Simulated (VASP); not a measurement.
A run of VASP 6.6.1 is set up as follows.

File INCAR:

```
SYSTEM = Fe
PREC = Accurate
ENCUT = 520
EDIFF = 1E-6
ISMEAR = -1
SIGMA = 0.05
LREAL = .FALSE.
LASPH = .TRUE.
NELM = 150
ALGO = Normal
ISIF = 2
LWAVE = .FALSE.
LCHARG = .FALSE.
ISPIN = 2
MAGMOM = 4.9
LORBIT = 11
NUPDOWN = 4.9
LMAXMIX = 4
LDAU = .TRUE.
LDAUTYPE = 2
LDAUL = 2
LDAUU = 5.3
LDAUJ = 0
LDAUPRINT = 1
GGA = PE
NBANDS = 14
```

The input KPOINTS:

```
regular mesh
0
G
  12 12 12
  0 0 0
```

File POSCAR:

```
Fe
1.0
   -1.4304000000      1.4304000000      1.4304000000
    1.4304000000     -1.4304000000      1.4304000000
    1.4304000000      1.4304000000     -1.4304000000
Fe
1
Direct
    0.0000000000      0.0000000000      0.0000000000
```

Potentials or basis: VASP PAW PBE potentials, release 64 (Fe).

Run with:

```sh
$ cat potpaw_PBE.64/Fe/POTCAR > POTCAR
$ mpirun -np 1 vasp_std > vasp.out
```

Task: Predict the pressure.

Result: 105.7 GPa.

Eigenvalues of the final occupation matrices:
```tsv
site	spin	trace	eigenvalues
site 1 d	1	5.09	1.01 1.01 1.02 1.02 1.02
site 1 d	2	0.78	0.08 0.08 0.08 0.28 0.28
```

Caveat: the total moment is fixed, so each spin has its own Fermi level; the U is typed as a test and isn't derived for this compound. The state reached can hang on the start; a lower one may exist.
